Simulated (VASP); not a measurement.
AsSe3:

```
As Se
1.0
     0.00000    4.99391    4.99391
     4.99391    0.00000    4.99391
     4.99391    4.99391    0.00000
As Se
2 6
Cartesian
  0.0000 0.0000 0.0000
  4.9939 4.9939 4.9939
  2.7566 4.9939 4.9939
  4.9939 2.7566 4.9939
  7.2312 4.9939 4.9939
  4.9939 7.2312 4.9939
  4.9939 4.9939 2.7566
  4.9939 4.9939 7.2312
```

The cell was built from a structure type or drawn by symmetry, and may not be a known phase.

| Quantity | Value |
| --- | --- |
| Program | VASP 6.6.1 |
| Task | relaxation of cell and atoms |
| Functional | PBE |
| Potentials or basis | VASP PAW PBE potentials, release 64 (As, Se) |
| Cutoff | 600 eV |
| k mesh | 4 × 4 × 4 |
| Occupations | gaussian, width 0.1 eV |
| Spin | no spin polarisation |

At the start: pressure 8.8 GPa; volume 31.14 Å³/atom.

**Question.** How do energy, volume and symmetry change on relaxing?

**Answer.** Over 10 steps the energy falls by 306.4 meV/atom and the volume is 33.08 Å³/atom (+6.3 %); space group Fm-3m (No. 225, to 0.1 Å) before, Pm-3m (No. 221, to 0.1 Å).

Step by step:
| step | energy change (eV) | largest force (eV/Å) | pressure (GPa) | volume (Å³) |
| --- | --- | --- | --- | --- |
| 1 | 0.0000 | 3.4341 | 8.84 | 249.09 |
| 2 | -1.6101 | 0.2281 | -3.82 | 316.28 |
| 3 | -1.9000 | 0.6962 | -1.60 | 291.34 |
| 4 | -2.1444 | 0.6405 | -1.01 | 280.43 |
| 5 | -2.3936 | 0.1936 | 1.58 | 254.11 |
| 6 | -2.4007 | 0.3400 | 0.91 | 258.95 |
| 7 | -2.4022 | 0.3005 | 1.09 | 257.43 |
| 8 | -2.4477 | 0.0865 | 0.19 | 262.96 |
| 9 | -2.4487 | 0.0414 | 0.28 | 262.23 |
| 10 | -2.4510 | 0.0099 | -0.05 | 264.67 |

Final structure:
```xyz
8
Lattice="0.0000 5.0959 5.0959 5.0959 0.0000 5.0959 5.0959 5.0959 0.0000" Properties=species:S:1:pos:R:3 pbc="T T T"
As    0.0000    0.0000    0.0000
As    5.0959    5.0959    5.0959
Se    2.5492    5.0959    5.0959
Se    5.0959    2.5492    5.0959
Se    7.6427    5.0959    5.0959
Se    5.0959    7.6427    5.0959
Se    5.0959    5.0959    2.5492
Se    5.0959    5.0959    7.6427
```
